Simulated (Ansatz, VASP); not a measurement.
## Two plane-wave programs on Ti2W3

```
Ti W
1.0
    -1.59050    1.59050    8.07458
     1.59050   -1.59050    8.07458
     1.59050    1.59050   -8.07458
Ti W
2 3
Cartesian
  0.0000 0.0000 3.1332
  0.0000 0.0000 13.0160
  0.0000 0.0000 0.0000
  0.0000 0.0000 9.6678
  0.0000 0.0000 6.4813
```

Alike in both runs: functional PBE; k mesh 8 × 8 × 8; occupations gaussian, width 0.1 eV; no spin polarisation.

Ansatz relaxed the structure, and its values are those at the end. VASP's run is a single point on that final structure, the one shown.

|  | VASP | Ansatz |
| --- | --- | --- |
| version | VASP 6.6.1 | Ansatz 0.2.0 |
| potentials or method | VASP PAW PBE potentials, release 64 (Ti_sv, W_sv), cutoff 520 eV | scalar-relativistic, plane waves, PAW |
| valence electrons in the cell | 66 | 66 |

|  | VASP | Ansatz | Ansatz less VASP |
| --- | --- | --- | --- |
| gap on the k mesh at the Fermi level (eV) | none | none | - |
| pressure (GPa) | 0.2 | 0.0 | -0.17 |
| rms of the force components (eV/Å) | 0.014 | 0.002 | -0.0129 |

A gap of «none» marks a metal or a gap that the smearing closes. With one functional, cell and mesh, what is left measures potentials, basis and numerics.

Neither program's run includes spin-orbit coupling.
